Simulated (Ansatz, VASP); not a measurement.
# One calculation of TiSi, two programs

INCAR

```
SYSTEM = TiSi
PREC = Accurate ; ENCUT = 520
EDIFF = 1E-6 ; ISMEAR = 0
SIGMA = 0.15 ; LREAL = .False.
LASPH = .True. ; NELM = 80
ALGO = Normal ; ISIF = 2
LWAVE = .False. ; LCHARG = .True.
GGA = PS ; LELF = .True.
LVHAR = .True. ; NBANDS = 15
```

Contents of KPOINTS:

```
regular mesh
0
Gamma
  18 18 12
  0 0 0
```

Contents of POSCAR:

```
TiSi
1.0
    1.8434206700     -2.1493883600      0.0000000000
    1.8434206700      2.1493883600      0.0000000000
    0.0000000000      0.0000000000      3.9180520200
Ti Si
1 1
Direct
    0.5000000000      0.5000000000      0.0000000000
    0.0000000000      0.0000000000      0.5000000000
```

Input for Ansatz:

```yaml
crystal:
  lattice:
    - [1.84342067, -2.14938836, 0.0]
    - [1.84342067, 2.14938836, 0.0]
    - [0.0, 0.0, 3.91805202]
  atoms:
    - { symbol: Ti, position: [0.5, 0.5, 0.0] }
    - { symbol: Si, position: [0.0, 0.0, 0.5] }
basis:
  ecutwfc: 420
kpoints:
  mp_grid: { grid: [18, 18, 12] }
hamiltonian:
  xc: pbesol
scf:
  occupations: { method: gaussian, width: 0.15 }
output:
  forces: true
  stress: true
  eigenvalues: true
```

Change from the starting cell: strain +0.015 along x and y, +0.030 along z, atoms carried along.

Alike in both runs: task single point; functional PBEsol; k mesh 18 × 18 × 12; occupations gaussian, width 0.15 eV; no spin polarisation.

|  | VASP | Ansatz |
| --- | --- | --- |
| version | VASP 6.6.1 | Ansatz 0.2.0 |
| potentials or method | VASP PAW PBE potentials, release 64 (Ti_sv, Si), cutoff 520 eV | scalar-relativistic, plane waves, PAW |
| valence electrons in the cell | 16 | 16 |

```tsv
	VASP	Ansatz	Ansatz less VASP
gap on the k mesh at the Fermi level (eV)	none	none	-
pressure (GPa)	-11.2	-11.3	-0.06
traceless stress, the component that is largest in VASP (GPa)	-1.68	-1.73	-0.055
```

VASP's potentials were made for PBE, not for PBEsol. A gap of «none» marks a metal or a gap that the smearing closes.
